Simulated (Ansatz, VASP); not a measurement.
# Si3C: VASP beside Ansatz

```
CELL_PARAMETERS angstrom
2.79991 0.00000 0.00000
-1.39995 2.42479 0.00000
0.00000 0.00000 7.65054
ATOMIC_POSITIONS crystal
Si 0.33333 0.66667 0.00000
Si 0.66667 0.33333 0.34182
Si 0.66667 0.33333 0.65818
C 0.33333 0.66667 0.50000
```

Alike in both runs: functional PBE; k mesh 6 × 6 × 2; occupations gaussian, width 0.1 eV; no spin polarisation.

Ansatz relaxed the structure, and its values are those at the end. VASP's run is a single point on that final structure, the one shown.

```csv
,VASP,Ansatz
version,VASP 6.6.1,Ansatz 0.2.0
potentials or method,"VASP PAW PBE potentials, release 64 (Si, C), cutoff 520 eV","scalar-relativistic, plane waves, PAW"
valence electrons in the cell,16,16
```

|  | VASP | Ansatz | Ansatz less VASP |
| --- | --- | --- | --- |
| gap on the k mesh at the Fermi level (eV) | none | none | - |
| pressure (GPa) | -0.1 | -0.1 | -0.01 |
| rms of the force components (eV/Å) | 0.018 | 0.006 | -0.0119 |

A gap of «none» marks a metal or a gap that the smearing closes. The functional is the same, so the differences come from potentials, cutoffs and numerics.

The k mesh is coarse, so the values compare programs but aren't converged.
